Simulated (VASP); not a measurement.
# NaCl (P1) in VASP: further runs

NaCl is run at these levels: PBE; tasks: single point.

All numbers are computed with VASP 6.6.1; they aren't measurements. Logs are shortened: lines on timing, memory, paths and dates and some standing lists are left out, and cuts for length are marked.

**1. The cell of the first run**

The typed cell holds 2 atoms: a = 3.974 Å, b = 3.974 Å, c = 3.974 Å, α = 60.00°, β = 60.00°, γ = 60.00°.

**2. Single point, PBE**

INCAR

```
PREC = Accurate
ENCUT = 500
EDIFF = 1E-6
ISMEAR = 0
SIGMA = 0.01
LREAL = F
LASPH = T
NELM = 120
ALGO = Normal
ISIF = 2
LWAVE = F
LCHARG = T
GGA = PE
LELF = T
LVHAR = T
NBANDS = 14
GGA_COMPAT = F
```

KPOINTS

```
Automatic mesh
0
Gamma
  4 4 4
```

POSCAR

```
NaCl
1.0
    0.0000000000      2.8100000000      2.8100000000
    2.8100000000      0.0000000000      2.8100000000
    2.8100000000      2.8100000000      0.0000000000
Na Cl
1 1
Direct
   -0.0012099078     -0.0034822025      0.0014226663
    0.5007846403      0.5022582502      0.4990773786
```

Potentials or basis: VASP PAW PBE potentials, release 64 (Na_pv, Cl).

Command:

```bash
$ cat potpaw_PBE.64/Na_pv/POTCAR potpaw_PBE.64/Cl/POTCAR > POTCAR
$ mpirun -np 1 vasp_std > vasp.out
```

OUTCAR:

```text
PREC = Accurate
   ENCUT = 500
   EDIFF = 1E-6
   ISMEAR = 0
   LREAL = F
   LASPH = T
   NELM = 120
   ISIF = 2
   GGA = PE

 ion  position               nearest neighbor table
   1  0.999  0.997  0.001-
   2  0.501  0.502  0.499-

  LATTYP: Found a face centered cubic cell.
 ALAT       =     5.6200000000

  Lattice vectors:

 A1 = (   0.0000000000,   2.8100000000,   2.8100000000)
 A2 = (   2.8100000000,   0.0000000000,   2.8100000000)
 A3 = (   2.8100000000,   2.8100000000,   0.0000000000)

Analysis of symmetry for initial positions (statically):
=====================================================================
 Subroutine PRICEL returns:
 Original cell was already a primitive cell.

 Routine SETGRP: Setting up the symmetry group for a
 face centered cubic supercell.

 Subroutine GETGRP returns: Found  1 space group operations
 (whereof  1 operations were pure point group operations)
 out of a pool of 48 trial point group operations.

The static configuration has the point symmetry C_1 .

Analysis of symmetry for dynamics (positions and initial velocities):
=====================================================================
 Subroutine PRICEL returns:
 Original cell was already a primitive cell.

 Routine SETGRP: Setting up the symmetry group for a
 face centered cubic supercell.

 Subroutine GETGRP returns: Found  1 space group operations
 (whereof  1 operations were pure point group operations)
 out of a pool of 48 trial point group operations.

The dynamic configuration has the point symmetry C_1 .

 Subroutine INISYM returns: Found  1 space group operations
 (whereof  1 operations are pure point group operations),
 and found     1 'primitive' translations

----------------------------------------------------------------------------------------

                                     Primitive cell

  volume of cell :      44.3761

  direct lattice vectors                    reciprocal lattice vectors
     0.000000000  2.810000000  2.810000000    -0.177935943  0.177935943  0.177935943
     2.810000000  0.000000000  2.810000000     0.177935943 -0.177935943  0.177935943
     2.810000000  2.810000000  0.000000000     0.177935943  0.177935943 -0.177935943

  length of vectors
     3.973940110  3.973940110  3.973940110     0.308194094  0.308194094  0.308194094

  position of ions in fractional coordinates (direct lattice)
     0.998790092  0.996517797  0.001422666
     0.500784640  0.502258250  0.499077379

  ion indices of the primitive-cell ions
   primitive index   ion index
                 1           1
                 2           2

----------------------------------------------------------------------------------------

 KPOINTS: Automatic mesh

Automatic generation of k-mesh.
 Grid dimensions read from file:
 generate k-points for:    4    4    4

 Generating k-lattice:

  Cartesian coordinates                     Fractional coordinates (reciprocal lattice)
    -0.044483986  0.044483986  0.044483986     0.250000000  0.000000000  0.000000000
     0.044483986 -0.044483986  0.044483986     0.000000000  0.250000000  0.000000000
     0.044483986  0.044483986 -0.044483986     0.000000000  0.000000000  0.250000000

  Length of vectors
     0.077048523  0.077048523  0.077048523

  Shift w.r.t. Gamma in fractional coordinates (k-lattice)
     0.000000000  0.000000000  0.000000000

 Subroutine IBZKPT returns following result:
 ===========================================

 Found     36 irreducible k-points:

 Following reciprocal coordinates:
            Coordinates               Weight
  0.000000  0.000000  0.000000      1.000000
  0.250000  0.000000  0.000000      2.000000
  0.000000  0.250000  0.000000      2.000000
  0.000000  0.000000  0.250000      2.000000
  0.250000  0.250000  0.250000      2.000000
  0.500000  0.000000  0.000000      1.000000
[... 16 lines left out ...]
  0.250000  0.500000  0.500000      2.000000
  0.500000  0.000000  0.250000      2.000000
 [... further k-points ...]
   k-points           NKPTS =     36   k-points in BZ     NKDIM =     36   number of bands    NBANDS=     14
   number of dos      NEDOS =    301   number of ions     NIONS =      2
   total plane-waves  NPLWV =  27000
   dimension x,y,z NGX =    30 NGY =   30 NGZ =   30
   dimension x,y,z NGXF=    60 NGYF=   60 NGZF=   60
   ions per type =               1   1
   NGX,Y,Z   is equivalent  to a cutoff of  12.55, 12.55, 12.55 a.u.
   NGXF,Y,Z  is equivalent  to a cutoff of  25.10, 25.10, 25.10 a.u.
 SYSTEM =  unknown system
   PREC   = accura    normal or accurate (medium, high low for compatibility)
   ISTART =      0    job   : 0-new  1-cont  2-samecut
   ICHARG =      2    charge: 1-file 2-atom 10-const
   ISPIN  =      1    spin polarized calculation?
   LNONCOLLINEAR =      F non collinear calculations
   LSORBIT =      F    spin-orbit coupling
   LASPH  =      T    aspherical Exc in radial PAW
   ENCUT  =  500.0 eV  36.75 Ry    6.06 a.u.   7.25  7.25  7.25*2*pi/ulx,y,z
   NELM   =    120;   NELMIN=  2; NELMDL= -5     # of ELM steps
   EDIFF  = 0.1E-05   stopping-criterion for ELM
   LREAL  =      F    real-space projection
   EDIFFG = 0.1E-04   stopping-criterion for IOM
   NSW    =      0    number of steps for IOM
   IBRION =     -1    ionic relax: 0-MD 1-quasi-New 2-CG
   NFREE  =      0    steps in history (QN), initial steepest desc. (CG)
   ISIF   =      2    stress and relaxation
   ISYM   =      2    0-nonsym 1-usesym 2-fastsym
   POTIM  = 0.5000    time-step for ionic-motion
   TEBEG  =    0.0;   TEEND  =   0.0 temperature during run
   PSTRESS=    0.0 pullay stress
   NELECT =      14.0000    total number of electrons
   NUPDOWN=      -1.0000    fix difference up-down
   EMIN   =  10.00;   EMAX   =-10.00  energy-range for DOS
   EFERMI =   0.00;   METHOD = LEGACY
   ISMEAR =     0;   SIGMA  =   0.01  broadening in eV -4-tet -1-fermi 0-gaus
   EFERMI_NEDOS =   21; number of points for ismear=-14 and -15
   IALGO  =     38    algorithm
   IMIX   =      4    mixing-type and parameters
     AMIX     =   0.40;   BMIX     =  1.00
     AMIX_MAG =   1.60;   BMIX_MAG =  1.00
  volume/ion in A,a.u.               =      22.19       149.73
  Fermi-wavevector in a.u.,A,eV,Ry     =   1.114469  2.106040 16.898985  1.242040
  Thomas-Fermi vector in A             =   2.251064
   LORBIT       =      0    0 simple, 1 ext, 2 COOP (PROOUT), +10 PAW based schemes
   GGA     = PE    functional components
   LHFCALC =     F    Hartree Fock is set to
   AEXX    =    0.0000 exact exchange contribution
   IVDW    =     0    specifies the selected vdW correction
   LEPSILON=     F    determine dielectric tensor
   LRPA    =     F    only Hartree local field effects (RPA)
 non-spin polarized calculation
 Gauss-broadening in eV      SIGMA  =   0.01
  energy-cutoff  :      500.00
  volume of cell :       44.38
 maximum number of plane-waves:      1158
 NGX is ok and might be reduce to    30
   NGX = 15   NGY = 15   NGZ = 15

 number of electron      14.0000000 magnetization

 Free energy of the ion-electron system (eV)
  ---------------------------------------------------
  ext. energy  EPLUGINS =         0.00000000
  ---------------------------------------------------
  free energy    TOTEN  =        -6.76952835 eV

  energy without entropy =       -6.76952835  energy(sigma->0) =       -6.76952835

 E-fermi :  -0.6123     XC(G=0):  -8.2110

 val. band max:       -0.6672468191   @ k =   0.0000   0.0000   0.0000
 cond. band min:       4.4798474499   @ k =   0.0000   0.0000   0.0000
 fundamental gap:      5.1470942690
 Fermi energy:        -0.6123140763

 k-point     1 :       0.0000    0.0000    0.0000
  band No.  band energies     occupation
      1     -21.4688      2.00000
      2     -21.4687      2.00000
      3     -21.4687      2.00000
      4     -13.3502      2.00000
      5      -0.6675      2.00000
      6      -0.6673      2.00000
      7      -0.6672      2.00000
      8       4.4798      0.00000
      9      10.4626      0.00000
     10      10.4629      0.00000
     11      10.4633      0.00000
     12      12.6376      0.00000
     13      12.6384      0.00000
     14      14.2617      0.00000

 k-point     2 :       0.2500    0.0000    0.0000
  band No.  band energies     occupation
      1     -21.4842      2.00000
      2     -21.4699      2.00000
      3     -21.4698      2.00000
      4     -13.1814      2.00000
      5      -1.7814      2.00000
      6      -0.8062      2.00000
      7      -0.8061      2.00000
      8       5.9573      0.00000
      9       9.3720      0.00000
     10      10.7517      0.00000
     11      10.7523      0.00000
     12      12.5987      0.00000
     13      12.5997      0.00000
     14      15.0322      0.00000

 k-point     3 :       0.0000    0.2500    0.0000
  band No.  band energies     occupation
      1     -21.4842      2.00000
      2     -21.4699      2.00000
      3     -21.4698      2.00000
      4     -13.1814      2.00000
      5      -1.7813      2.00000
      6      -0.8063      2.00000
      7      -0.8061      2.00000
      8       5.9574      0.00000
      9       9.3723      0.00000
     10      10.7517      0.00000
     11      10.7519      0.00000
     12      12.5987      0.00000
     13      12.5993      0.00000
     14      15.0329      0.00000
[... 324 lines left out ...]
 k-point    23 :       0.2500    0.5000    0.5000
  band No.  band energies     occupation
      1     -21.4911      2.00000
      2     -21.4776      2.00000
      3     -21.4741      2.00000
      4     -12.9791      2.00000
      5      -2.2622      2.00000
      6      -1.4453      2.00000
      7      -1.1115      2.00000
      8       7.5311      0.00000
      9       8.6402      0.00000
     10       9.5277      0.00000
     11      11.5976      0.00000
     12      13.4376      0.00000
     13      15.6304      0.00000
     14      16.4627      0.00000

 k-point    24 :       0.5000    0.0000    0.2500
  band No.  band energies     occupation
      1     -21.4911      2.00000
      2     -21.4776      2.00000
      3     -21.4741      2.00000
      4     -12.9791      2.00000
      5      -2.2622      2.00000
      6      -1.4453      2.00000
      7      -1.1114      2.00000
      8       7.5310      0.00000
      9       8.6400      0.00000
     10       9.5275      0.00000
     11      11.5981      0.00000
     12      13.4375      0.00000
     13      15.6304      0.00000
     14      16.4625      0.00000

 [... further k-points ...]
[... 5 lines left out ...]
  --------------------------------------------------------------------------------------
  -------------------------------------------------------------------------------------
  Total        0.2812328      0.2802170      0.2857247      0.0000088      0.0000345     -0.0003985
  in kB       10.1537761     10.1171019     10.3159534      0.0003166      0.0012463     -0.0143875
  external PRESSURE =      10.1956104 kB  Pullay stress =       0.0000000 kB

 VOLUME and BASIS-vectors are now :
 -----------------------------------------------------------------------------
  energy-cutoff  :      500.00
  volume of cell :       44.38
      direct lattice vectors                 reciprocal lattice vectors
     0.000000000  2.810000000  2.810000000    -0.177935943  0.177935943  0.177935943
     2.810000000  0.000000000  2.810000000     0.177935943 -0.177935943  0.177935943
     2.810000000  2.810000000  0.000000000     0.177935943  0.177935943 -0.177935943

 POSITION                                       TOTAL-FORCE (eV/Angst)
 -----------------------------------------------------------------------------------
      2.80421      2.81060      5.60682         0.013782     -0.001407      0.031586
      2.81375      2.80961      2.81855        -0.013782      0.001407     -0.031586
 -----------------------------------------------------------------------------------
    total drift:                               -0.000028     -0.000022      0.000173

  FREE ENERGIE OF THE ION-ELECTRON SYSTEM (eV)
  ---------------------------------------------------
  free  energy   TOTEN  =        -6.7695283521 eV

  energy  without entropy=       -6.7695283521  energy(sigma->0) =       -6.76952835
```

Wall time 22 s (1 thread of Intel Xeon Platinum 8488C (Sapphire Rapids), shared host); peak memory 0.16 GiB.

What came out:

- Free energy: -6.7695 eV
- Pressure: 1.0 GPa
- Largest force: 0.034 eV/Å
- Band gap on the k mesh: 5.15 eV, direct

Forces in eV/Å, atoms in the order of the input:
```
Na   0.014 -0.001  0.032
Cl  -0.014  0.001 -0.032
```

Levels at points of the mesh, in eV from the valence-band top:
```csv
k point,band 5,band 6,band 7,band 8,band 9,band 10
"(0.00, 0.00, 0.00)",0.00,0.00,0.00,5.15,11.13,11.13
"(0.50, 0.00, 0.00)",-1.96,-0.27,-0.27,7.29,10.71,11.00
"(0.00, 0.50, 0.00)",-1.96,-0.27,-0.27,7.29,10.71,11.00
"(0.00, 0.00, 0.50)",-1.96,-0.27,-0.27,7.29,10.71,11.00
"(0.50, 0.50, 0.50)",-1.96,-0.27,-0.27,7.29,10.71,11.00
"(0.50, 0.50, 0.00)",-1.69,-0.61,-0.61,7.56,8.07,11.40
"(0.00, 0.50, 0.50)",-1.69,-0.61,-0.61,7.56,8.07,11.40
"(0.50, 0.00, 0.50)",-1.69,-0.61,-0.61,7.56,8.07,11.40
```

Caveat: the k points lie up to 0.48 Å⁻¹ apart.

**3. Single point, PBE**

INCAR

```
SYSTEM = NaCl
PREC = Accurate
ENCUT = 500
EDIFF = 1E-6
ISMEAR = 0
SIGMA = 0.01
LREAL = .False.
LASPH = .True.
NELM = 120
ALGO = Normal
ISIF = 2
LWAVE = .False.
LCHARG = .False.
GGA = PE
NBANDS = 14
GGA_COMPAT = .False.
```

KPOINTS

```
Automatic mesh
0
Gamma
  4 4 4
  0 0 0
```

POSCAR

```
NaCl
1.0
    0.0000000000      2.8100000000      2.8100000000
    2.8100000000      0.0000000000      2.8100000000
    2.8100000000      2.8100000000      0.0000000000
Na Cl
1 1
Direct
   -0.0013432764     -0.0038660545      0.0015794876
    0.5008711315      0.5025071824      0.4989756770
```

Potentials or basis: VASP PAW PBE potentials, release 64 (Na_pv, Cl).

Command:

```bash
$ cat potpaw_PBE.64/Na_pv/POTCAR potpaw_PBE.64/Cl/POTCAR > POTCAR
$ mpirun -np 1 vasp_std > vasp.out
```

OUTCAR:

```text
SYSTEM = NaCl
   PREC = Accurate
   ENCUT = 500
   EDIFF = 1E-6
   ISMEAR = 0
   LREAL = .False.
   LASPH = .True.
   NELM = 120
   ISIF = 2
   GGA = PE

 ion  position               nearest neighbor table
   1  0.999  0.996  0.002-
   2  0.501  0.503  0.499-

  LATTYP: Found a face centered cubic cell.
 ALAT       =     5.6200000000

  Lattice vectors:

 A1 = (   0.0000000000,   2.8100000000,   2.8100000000)
 A2 = (   2.8100000000,   0.0000000000,   2.8100000000)
 A3 = (   2.8100000000,   2.8100000000,   0.0000000000)

[... 584 lines left out ...]
     10       9.5275      0.00000
     11      11.5983      0.00000
     12      13.4375      0.00000
     13      15.6304      0.00000
     14      16.4624      0.00000

 [... further k-points ...]
[... 5 lines left out ...]
  --------------------------------------------------------------------------------------
  -------------------------------------------------------------------------------------
  Total        0.2814192      0.2801612      0.2869650      0.0000121      0.0000457     -0.0005024
  in kB       10.1605062     10.1150872     10.3607347      0.0004353      0.0016512     -0.0181372
  external PRESSURE =      10.2121094 kB  Pullay stress =       0.0000000 kB

 VOLUME and BASIS-vectors are now :
 -----------------------------------------------------------------------------
  energy-cutoff  :      500.00
  volume of cell :       44.38
      direct lattice vectors                 reciprocal lattice vectors
     0.000000000  2.810000000  2.810000000    -0.177935943  0.177935943  0.177935943
     2.810000000  0.000000000  2.810000000     0.177935943 -0.177935943  0.177935943
     2.810000000  2.810000000  0.000000000     0.177935943  0.177935943 -0.177935943

 POSITION                                       TOTAL-FORCE (eV/Angst)
 -----------------------------------------------------------------------------------
      2.80357      2.81066      5.60536         0.015291     -0.001565      0.035104
      2.81417      2.80957      2.81949        -0.015291      0.001565     -0.035104
 -----------------------------------------------------------------------------------
    total drift:                               -0.000041     -0.000018      0.000209

  FREE ENERGIE OF THE ION-ELECTRON SYSTEM (eV)
  ---------------------------------------------------
  free  energy   TOTEN  =        -6.7694329096 eV

  energy  without entropy=       -6.7694329096  energy(sigma->0) =       -6.76943291
```

OSZICAR:

```text
N       E                     dE             d eps       ncg     rms          rms(c)
DAV:   1     0.987202194345E+02    0.98720E+02   -0.69038E+03  1020   0.970E+02
DAV:   2     0.154037413402E+01   -0.97180E+02   -0.89787E+02  1110   0.273E+02
DAV:   3    -0.682161630650E+01   -0.83620E+01   -0.82987E+01  1272   0.729E+01
DAV:   4    -0.696347833928E+01   -0.14186E+00   -0.14178E+00  1272   0.992E+00
DAV:   5    -0.696644613115E+01   -0.29678E-02   -0.29676E-02  1272   0.149E+00    0.216E+00
DAV:   6    -0.677540009180E+01    0.19105E+00   -0.31646E-01  1254   0.327E+00    0.161E+00
DAV:   7    -0.676379369228E+01    0.11606E-01   -0.83147E-02  1278   0.165E+00    0.110E+00
DAV:   8    -0.676945429781E+01   -0.56606E-02   -0.97448E-03  1188   0.854E-01    0.300E-01
DAV:   9    -0.676932937882E+01    0.12492E-03   -0.22020E-04  1272   0.114E-01    0.162E-01
DAV:  10    -0.676944451350E+01   -0.11513E-03   -0.32497E-04  1194   0.139E-01    0.734E-02
DAV:  11    -0.676943264453E+01    0.11869E-04   -0.22636E-05  1308   0.432E-02    0.134E-02
DAV:  12    -0.676943290965E+01   -0.26512E-06   -0.20299E-06  1236   0.129E-02
   1 F= -.67694329E+01 E0= -.67694329E+01  d E =-.209165E-16
```

It took 18 s on 1 thread of Intel Xeon Platinum 8488C (Sapphire Rapids), shared host; peak memory 0.16 GiB.

What came out:

```
Free energy            : -6.7694 eV
Pressure               : 1.0 GPa
Largest force          : 0.038 eV/Å
Band gap on the k mesh : 5.15 eV, direct
```

Forces on the atoms (eV/Å):
```
Na   0.015 -0.002  0.035
Cl  -0.015  0.002 -0.035
```

Levels at points of the mesh, in eV from the valence-band top:
```tsv
k point	band 3	band 4	band 5	band 6	band 7	band 8	band 9	band 10	band 11	band 12
(0.00, 0.00, 0.00)	-20.80	-12.68	0.00	0.00	0.00	5.15	11.13	11.13	11.13	13.30
(0.50, 0.00, 0.00)	-20.80	-12.34	-1.96	-0.27	-0.27	7.29	10.71	11.00	11.00	15.05
(0.00, 0.50, 0.00)	-20.80	-12.34	-1.96	-0.27	-0.27	7.29	10.71	11.00	11.00	15.05
(0.00, 0.00, 0.50)	-20.80	-12.34	-1.96	-0.27	-0.27	7.29	10.71	11.00	11.00	15.05
(0.50, 0.50, 0.50)	-20.80	-12.34	-1.96	-0.27	-0.27	7.29	10.71	11.00	11.00	15.05
(0.50, 0.50, 0.00)	-20.81	-12.29	-1.69	-0.61	-0.61	7.56	8.07	11.40	14.87	14.87
(0.00, 0.50, 0.50)	-20.81	-12.29	-1.69	-0.61	-0.61	7.56	8.07	11.40	14.87	14.87
(0.50, 0.00, 0.50)	-20.81	-12.29	-1.69	-0.61	-0.61	7.56	8.07	11.40	14.87	14.87
```

Caveat: the k points lie up to 0.48 Å⁻¹ apart.

**4. Single point, PBE**

INCAR

```
SYSTEM = NaCl
  PREC = Accurate
  ENCUT = 500
  EDIFF = 1E-6
  ISMEAR = 0
  SIGMA = 0.01
  LREAL = .FALSE.
  LASPH = .TRUE.
  NELM = 120
  ALGO = Normal
  ISIF = 2
  LWAVE = .FALSE.
  LCHARG = .FALSE.
  GGA = PE
  NBANDS = 14
  GGA_COMPAT = .FALSE.
```

KPOINTS

```
Automatic mesh
0
G
  4 4 4
  0 0 0
```

POSCAR

```
NaCl
1.0
    0.0000000000      2.8100000000      2.8100000000
    2.8100000000      0.0000000000      2.8100000000
    2.8100000000      2.8100000000      0.0000000000
Na Cl
1 1
Direct
   -0.0014763084     -0.0042489416      0.0017359133
    0.5009574044      0.5027554889      0.4988742317
```

Command:

```bash
$ cat potpaw_PBE.64/Na_pv/POTCAR potpaw_PBE.64/Cl/POTCAR > POTCAR
$ mpirun -np 1 vasp_std > vasp.out
```

Run time: 21 s. Hardware: 1 thread of Intel Xeon Platinum 8488C (Sapphire Rapids), shared host; peak memory 0.16 GiB.

It converged, with:

```
Free energy            : -6.7693 eV
Pressure               : 1.0 GPa
Largest force          : 0.042 eV/Å
Band gap on the k mesh : 5.15 eV, direct
```

Forces on the atoms (eV/Å):
```
Na   0.017 -0.002  0.039
Cl  -0.017  0.002 -0.039
```

Levels at points of the mesh, in eV from the valence-band top:
```tsv
k point	band 5	band 6	band 7	band 8	band 9	band 10
(0.00, 0.00, 0.00)	0.00	0.00	0.00	5.15	11.13	11.13
(0.50, 0.00, 0.00)	-1.96	-0.27	-0.27	7.29	10.70	11.00
(0.00, 0.50, 0.00)	-1.96	-0.27	-0.27	7.29	10.71	11.00
(0.00, 0.00, 0.50)	-1.96	-0.27	-0.27	7.29	10.70	11.00
(0.50, 0.50, 0.50)	-1.96	-0.27	-0.27	7.29	10.71	11.00
(0.50, 0.50, 0.00)	-1.69	-0.61	-0.61	7.56	8.07	11.40
(0.00, 0.50, 0.50)	-1.69	-0.61	-0.61	7.56	8.07	11.40
(0.50, 0.00, 0.50)	-1.69	-0.61	-0.61	7.56	8.07	11.40
```

Caveat: the k points lie up to 0.48 Å⁻¹ apart.

[end of part 1 of 2]
